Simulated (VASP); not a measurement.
Write the native input for VASP 6.6.1 that does the following.

```yaml
Task: single point
Functional: PBE
Potentials_or_basis: VASP PAW PBE potentials, release 64 (Pb_d, S)
Cutoff: 500 eV
k_mesh: 4 × 4 × 4
Occupations: tetrahedron
Spin: collinear spin, ferromagnetic start
Starting_moments: "[0.0, -2.0] μB"
Dipole_correction: no
Further_INCAR_settings: ALGO = Normal; EDIFF = 1e-06; NBANDS = 21
```

The structure of PbS lies in POSCAR:

```
PbS
1.0
    3.6536590000      0.0000000000      0.0000000000
    0.0000000000      3.6536590000      0.0000000000
    0.0000000000      0.0000000000      3.6536590000
Pb S
1 1
Direct
    0.0000000000      0.0000000000      0.0000000000
    0.5000000000      0.5000000000      0.5000000000
```

These files were run (other wordings do the same):

INCAR

```
  PREC = Accurate
  ENCUT = 500
  EDIFF = 1E-6
  ISMEAR = -4
  SIGMA = 0.1
  LREAL = F
  LASPH = T
  NELM = 200
  ALGO = Normal
  ISIF = 2
  LWAVE = F
  LCHARG = T
  ISPIN = 2
  MAGMOM = 0 -2
  LORBIT = 11
  GGA = PE
  LELF = T
  LVHAR = T
  NBANDS = 21
  GGA_COMPAT = F
```

KPOINTS

```
regular mesh
0
Gamma
  4 4 4
```

Potentials or basis: VASP PAW PBE potentials, release 64 (Pb_d, S).

Command:

```sh
$ cat potpaw_PBE.64/Pb_d/POTCAR potpaw_PBE.64/S/POTCAR > POTCAR
$ mpirun -np 1 vasp_std > vasp.out
```

Results of the run:

```
Pressure                                              : 0.8 GPa
Band gap on the k mesh                                : zero (filled and empty bands overlap)
Net moment                                            : 0.00 μB per cell
Valence electrons inside the program's atomic spheres : Pb 11.78; S 3.68
```

Caveat: the k points lie up to 0.43 Å⁻¹ apart; spin-orbit coupling is left out, which moves the levels of the heavy elements.

Wall time 17 s on 1 thread of Intel(R) Xeon(R) Platinum 8488C (Sapphire Rapids), on a shared host, peak memory 0.17 GiB.
